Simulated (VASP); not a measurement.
# SnPb3Se4 (P4/mmm) in VASP: single point with PBE

Aim: the single point of SnPb3Se4 with PBE.

Everything below comes from runs of VASP 6.6.1. Logs are shortened: lines on timing, memory, paths and dates and some standing lists are left out, and cuts for length are marked.

### 1 The cell of the first run

It takes space group P4/mmm (No. 123, tetragonal). The conventional cell has a = 4.358 Å, b = 4.358 Å, c = 12.326 Å, α = 90.00°, β = 90.00°, γ = 90.00°. Sn (site symmetry 4/mmm) has 6 Se at 3.08 Å within 4.1 Å. Within 4.1 Å of Pb (site symmetry 4mm) lie 6 Se at 3.08 Å. Within 4.1 Å of Pb (site symmetry 4/mmm) lie 6 Se at 3.08 Å. Within 4.1 Å of Se (site symmetry 4/mmm) lie 6 Pb at 3.08 Å. Within 4.1 Å of Se (site symmetry 4mm) lie 1 Sn at 3.08 Å and 5 Pb at 3.08 Å. Se (site symmetry 4/mmm) has 2 Pb at 3.08 Å and 4 Sn at 3.08 Å within 4.1 Å.

### 2 Single point, PBE

Contents of INCAR:

```
SYSTEM = SnPb3Se4
  ALGO = Normal
  EDIFF = 1E-7
  ENCUT = 520
  GGA = PE
  ISIF = 2
  ISMEAR = 0
  LASPH = .TRUE.
  LCHARG = .FALSE.
  LREAL = .FALSE.
  LWAVE = .FALSE.
  NBANDS = 50
  NELM = 80
  PREC = Accurate
  SIGMA = 0.1
```

Contents of KPOINTS:

```
k-points
0
G
  4 4 2
  0 0 0
```

Contents of POSCAR:

```
SnPb3Se4
1.0
    4.3577988800      0.0000000000      0.0000000000
    0.0000000000      4.3577988800      0.0000000000
    0.0000000000      0.0000000000     12.3257165500
Sn Pb Se
1 3 4
Direct
    0.5000000000      0.5000000000      0.5000000000
    0.0000000000      0.0000000000      0.7500000000
    0.5000000000      0.5000000000      0.0000000000
    0.0000000000      0.0000000000      0.2500000000
    0.0000000000      0.0000000000      0.0000000000
    0.5000000000      0.5000000000      0.2500000000
    0.0000000000      0.0000000000      0.5000000000
    0.5000000000      0.5000000000      0.7500000000
```

Potentials or basis: VASP PAW PBE potentials, release 64 (Sn_d, Pb_d, Se).

The run is started by

```sh
$ cat potpaw_PBE.64/Sn_d/POTCAR potpaw_PBE.64/Pb_d/POTCAR potpaw_PBE.64/Se/POTCAR > POTCAR
$ mpirun -np 1 vasp_std > vasp.out
```

OUTCAR:

```text
SYSTEM = SnPb3Se4
   EDIFF = 1E-7
   ENCUT = 520
   GGA = PE
   ISIF = 2
   ISMEAR = 0
   LASPH = .TRUE.
   LREAL = .FALSE.
   NELM = 80
   PREC = Accurate

 ion  position               nearest neighbor table
   1  0.500  0.500  0.500-   6 3.08   8 3.08   7 3.08   7 3.08   7 3.08   7 3.08
   2  0.000  0.000  0.750-   5 3.08   7 3.08   8 3.08   8 3.08   8 3.08   8 3.08
   3  0.500  0.500  0.000-   6 3.08   8 3.08   5 3.08   5 3.08   5 3.08   5 3.08
   4  0.000  0.000  0.250-   5 3.08   7 3.08   6 3.08   6 3.08   6 3.08   6 3.08
   5  0.000  0.000  0.000-   2 3.08   4 3.08   3 3.08   3 3.08   3 3.08   3 3.08
   6  0.500  0.500  0.250-   1 3.08   3 3.08   4 3.08   4 3.08   4 3.08   4 3.08
   7  0.000  0.000  0.500-   2 3.08   4 3.08   1 3.08   1 3.08   1 3.08   1 3.08
   8  0.500  0.500  0.750-   1 3.08   3 3.08   2 3.08   2 3.08   2 3.08   2 3.08

  LATTYP: Found a simple tetragonal cell.
 ALAT       =     4.3577988800
 C/A-ratio  =     2.8284271233

  Lattice vectors:

 A1 = (   4.3577988800,   0.0000000000,   0.0000000000)
 A2 = (   0.0000000000,   4.3577988800,   0.0000000000)
 A3 = (   0.0000000000,   0.0000000000,  12.3257165500)

Analysis of symmetry for initial positions (statically):
=====================================================================
 Subroutine PRICEL returns:
 Original cell was already a primitive cell.

 Routine SETGRP: Setting up the symmetry group for a
 simple tetragonal supercell.

 Subroutine GETGRP returns: Found 16 space group operations
 (whereof 16 operations were pure point group operations)
 out of a pool of 16 trial point group operations.

The static configuration has the point symmetry D_4h.

Analysis of symmetry for dynamics (positions and initial velocities):
=====================================================================
 Subroutine PRICEL returns:
 Original cell was already a primitive cell.

 Routine SETGRP: Setting up the symmetry group for a
 simple tetragonal supercell.

 Subroutine GETGRP returns: Found 16 space group operations
 (whereof 16 operations were pure point group operations)
 out of a pool of 16 trial point group operations.

The dynamic configuration has the point symmetry D_4h.

 Subroutine INISYM returns: Found 16 space group operations
 (whereof 16 operations are pure point group operations),
 and found     1 'primitive' translations

----------------------------------------------------------------------------------------

                                     Primitive cell

  volume of cell :     234.0704

  direct lattice vectors                    reciprocal lattice vectors
     4.357798880  0.000000000  0.000000000     0.229473647  0.000000000  0.000000000
     0.000000000  4.357798880  0.000000000     0.000000000  0.229473647  0.000000000
     0.000000000  0.000000000 12.325716550     0.000000000  0.000000000  0.081131186

  length of vectors
     4.357798880  4.357798880 12.325716550     0.229473647  0.229473647  0.081131186

  position of ions in fractional coordinates (direct lattice)
     0.500000000  0.500000000  0.500000000
     0.000000000  0.000000000  0.750000000
     0.500000000  0.500000000  0.000000000
     0.000000000  0.000000000  0.250000000
     0.000000000  0.000000000  0.000000000
     0.500000000  0.500000000  0.250000000
     0.000000000  0.000000000  0.500000000
     0.500000000  0.500000000  0.750000000

  ion indices of the primitive-cell ions
   primitive index   ion index
                 1           1
                 2           2
                 3           3
                 4           4
                 5           5
                 6           6
                 7           7
                 8           8

----------------------------------------------------------------------------------------

 KPOINTS: k-points

Automatic generation of k-mesh.
 Grid dimensions read from file:
 generate k-points for:    4    4    2

 Generating k-lattice:

  Cartesian coordinates                     Fractional coordinates (reciprocal lattice)
     0.057368412  0.000000000  0.000000000     0.250000000  0.000000000  0.000000000
     0.000000000  0.057368412  0.000000000     0.000000000  0.250000000  0.000000000
     0.000000000  0.000000000  0.040565593     0.000000000  0.000000000  0.500000000

  Length of vectors
     0.057368412  0.057368412  0.040565593

  Shift w.r.t. Gamma in fractional coordinates (k-lattice)
     0.000000000  0.000000000  0.000000000

 Subroutine IBZKPT returns following result:
 ===========================================

 Found     12 irreducible k-points:

 Following reciprocal coordinates:
            Coordinates               Weight
  0.000000  0.000000  0.000000      1.000000
  0.250000  0.000000  0.000000      4.000000
  0.500000  0.000000  0.000000      2.000000
  0.250000  0.250000  0.000000      4.000000
  0.500000  0.250000  0.000000      4.000000
  0.500000  0.500000  0.000000      1.000000
  0.000000  0.000000  0.500000      1.000000
  0.250000  0.000000  0.500000      4.000000
  0.500000  0.000000  0.500000      2.000000
  0.250000  0.250000  0.500000      4.000000
  0.500000  0.250000  0.500000      4.000000
  0.500000  0.500000  0.500000      1.000000
   k-points           NKPTS =     12   k-points in BZ     NKDIM =     12   number of bands    NBANDS=     50
   number of dos      NEDOS =    301   number of ions     NIONS =      8
   total plane-waves  NPLWV =  98304
   dimension x,y,z NGX =    32 NGY =   32 NGZ =   96
   dimension x,y,z NGXF=    64 NGYF=   64 NGZF=  192
   ions per type =               1   3   4
   NGX,Y,Z   is equivalent  to a cutoff of  12.21, 12.21, 12.95 a.u.
   NGXF,Y,Z  is equivalent  to a cutoff of  24.42, 24.42, 25.90 a.u.
 SYSTEM =  SnPb3Se4
   PREC   = accura    normal or accurate (medium, high low for compatibility)
   ISTART =      0    job   : 0-new  1-cont  2-samecut
   ICHARG =      2    charge: 1-file 2-atom 10-const
   ISPIN  =      1    spin polarized calculation?
   LNONCOLLINEAR =      F non collinear calculations
   LSORBIT =      F    spin-orbit coupling
   LASPH  =      T    aspherical Exc in radial PAW
   ENCUT  =  520.0 eV  38.22 Ry    6.18 a.u.   8.10  8.10 22.92*2*pi/ulx,y,z
   NELM   =     80;   NELMIN=  2; NELMDL= -5     # of ELM steps
   EDIFF  = 0.1E-06   stopping-criterion for ELM
   LREAL  =      F    real-space projection
   EDIFFG = 0.1E-05   stopping-criterion for IOM
   NSW    =      0    number of steps for IOM
   IBRION =     -1    ionic relax: 0-MD 1-quasi-New 2-CG
   NFREE  =      0    steps in history (QN), initial steepest desc. (CG)
   ISIF   =      2    stress and relaxation
   ISYM   =      2    0-nonsym 1-usesym 2-fastsym
   POTIM  = 0.5000    time-step for ionic-motion
   TEBEG  =    0.0;   TEEND  =   0.0 temperature during run
   PSTRESS=    0.0 pullay stress
   NELECT =      80.0000    total number of electrons
   NUPDOWN=      -1.0000    fix difference up-down
   EMIN   =  10.00;   EMAX   =-10.00  energy-range for DOS
   EFERMI =   0.00;   METHOD = LEGACY
   ISMEAR =     0;   SIGMA  =   0.10  broadening in eV -4-tet -1-fermi 0-gaus
   EFERMI_NEDOS =   21; number of points for ismear=-14 and -15
   IALGO  =     38    algorithm
   IMIX   =      4    mixing-type and parameters
     AMIX     =   0.40;   BMIX     =  1.00
     AMIX_MAG =   1.60;   BMIX_MAG =  1.00
  volume/ion in A,a.u.               =      29.26       197.45
  Fermi-wavevector in a.u.,A,eV,Ry     =   1.144606  2.162992 17.825301  1.310123
  Thomas-Fermi vector in A             =   2.281297
   LORBIT       =      0    0 simple, 1 ext, 2 COOP (PROOUT), +10 PAW based schemes
   GGA     = PE    functional components
   LHFCALC =     F    Hartree Fock is set to
   AEXX    =    0.0000 exact exchange contribution
   IVDW    =     0    specifies the selected vdW correction
   LEPSILON=     F    determine dielectric tensor
   LRPA    =     F    only Hartree local field effects (RPA)
 non-spin polarized calculation
 Gauss-broadening in eV      SIGMA  =   0.10
  energy-cutoff  :      520.00
  volume of cell :      234.07
 maximum number of plane-waves:      6384
   NGX = 17   NGY = 17   NGZ = 45

 number of electron      79.9999993 magnetization

 Free energy of the ion-electron system (eV)
  ---------------------------------------------------
  ext. energy  EPLUGINS =         0.00000000
  ---------------------------------------------------
  free energy    TOTEN  =       -32.71989580 eV

  energy without entropy =      -32.71050537  energy(sigma->0) =      -32.71520059

 E-fermi :   5.0512     XC(G=0):  -9.4029

 val. band max:        4.7372503204   @ k =   0.5000   0.0000   0.0000
 cond. band min:       5.0608439252   @ k =   0.5000   0.0000   0.0000
 fundamental gap:      0.3235936048
 Fermi energy:         5.0511696629

 k-point     1 :       0.0000    0.0000    0.0000
  band No.  band energies     occupation
      1     -16.7240      2.00000
      2     -16.7199      2.00000
      3     -16.7137      2.00000
      4     -16.7137      2.00000
      5     -16.7104      2.00000
      6     -12.1102      2.00000
[... 42 lines left out ...]
     49       9.4786      0.00000
     50       9.4991      0.00000

 k-point     2 :       0.2500    0.0000    0.0000
  band No.  band energies     occupation
      1     -16.7223      2.00000
      2     -16.7153      2.00000
      3     -16.7151      2.00000
      4     -16.7135      2.00000
      5     -16.7131      2.00000
      6     -12.0853      2.00000
[... 42 lines left out ...]
     49       8.1295      0.00000
     50       8.6923      0.00000

 k-point     3 :       0.5000    0.0000    0.0000
  band No.  band energies     occupation
      1     -16.7213      2.00000
      2     -16.7164      2.00000
      3     -16.7158      2.00000
      4     -16.7134      2.00000
      5     -16.7099      2.00000
      6     -12.0504      2.00000
[... 466 lines left out ...]
     49       9.0652      0.00000
     50       9.1540      0.00000

 k-point    12 :       0.5000    0.5000    0.5000
  band No.  band energies     occupation
      1     -16.7260      2.00000
      2     -16.7160      2.00000
      3     -16.7160      2.00000
      4     -16.7151      2.00000
      5     -16.7047      2.00000
      6     -12.1179      2.00000
[... 42 lines left out ...]
     49      10.2507      0.00000
     50      10.2550      0.00000

------------------------ aborting loop because EDIFF is reached ----------------------------------------

  FORCE on cell =-STRESS in cart. coord.  units (eV):
  Direction    XX          YY          ZZ          XY          YZ          ZX
  --------------------------------------------------------------------------------------
  -------------------------------------------------------------------------------------
  Total        0.4680227      0.4680227      0.4028740      0.0000000      0.0000000      0.0000000
  in kB        3.2035458      3.2035458      2.7576128      0.0000000      0.0000000      0.0000000
  external PRESSURE =       3.0549014 kB  Pullay stress =       0.0000000 kB

 VOLUME and BASIS-vectors are now :
 -----------------------------------------------------------------------------
  energy-cutoff  :      520.00
  volume of cell :      234.07
      direct lattice vectors                 reciprocal lattice vectors
     4.357798880  0.000000000  0.000000000     0.229473647  0.000000000  0.000000000
     0.000000000  4.357798880  0.000000000     0.000000000  0.229473647  0.000000000
     0.000000000  0.000000000 12.325716550     0.000000000  0.000000000  0.081131186

 POSITION                                       TOTAL-FORCE (eV/Angst)
 -----------------------------------------------------------------------------------
      2.17890      2.17890      6.16286         0.000000     -0.000000     -0.000000
      0.00000      0.00000      9.24429         0.000000      0.000000      0.005354
      2.17890      2.17890      0.00000         0.000000     -0.000000     -0.000000
      0.00000      0.00000      3.08143        -0.000000      0.000000     -0.005354
      0.00000      0.00000      0.00000         0.000000     -0.000000     -0.000000
      2.17890      2.17890      3.08143         0.000000     -0.000000      0.201305
      0.00000      0.00000      6.16286         0.000000     -0.000000     -0.000000
      2.17890      2.17890      9.24429        -0.000000      0.000000     -0.201305
 -----------------------------------------------------------------------------------
    total drift:                                0.000000     -0.000000      0.000000

  FREE ENERGIE OF THE ION-ELECTRON SYSTEM (eV)
  ---------------------------------------------------
  free  energy   TOTEN  =       -32.7198957986 eV

  energy  without entropy=      -32.7105053738  energy(sigma->0) =      -32.71520059
```

Wall time 4.6 min (1 thread of AMD EPYC 7R13, shared host); peak memory 0.34 GiB.

What came out:

| Item | Value |
| --- | --- |
| Free energy | -32.7199 eV |
| Pressure | 0.3 GPa |
| Largest force | 0.201 eV/Å |

Forces on the atoms (eV/Å):
```
Sn   0.000  0.000  0.000
Pb   0.000  0.000  0.005
Pb   0.000  0.000  0.000
Pb   0.000  0.000 -0.005
Se   0.000  0.000  0.000
Se   0.000  0.000  0.201
Se   0.000  0.000  0.000
Se   0.000  0.000 -0.201
```

Levels at points of the mesh, in eV from the Fermi level:
```
           k point  band 38  band 39  band 40  band 41  band 42  band 43
(0.00, 0.00, 0.00)    -2.07    -1.87    -1.75     1.98     2.12     3.38
(0.50, 0.00, 0.00)    -0.91    -0.31     0.01     0.04     0.05     1.02
(0.50, 0.50, 0.00)    -3.39    -1.05    -0.97     1.46     1.64     3.41
(0.00, 0.00, 0.50)    -2.28    -1.34    -1.28     2.22     2.40     3.51
(0.50, 0.00, 0.50)    -0.82    -0.81    -0.45     0.52     0.70     0.70
(0.50, 0.50, 0.50)    -2.45    -2.42    -2.33     3.20     3.50     3.51
```

Caveat: the k points lie up to 0.36 Å⁻¹ apart; spin-orbit coupling is left out, which moves the levels of the heavy elements.
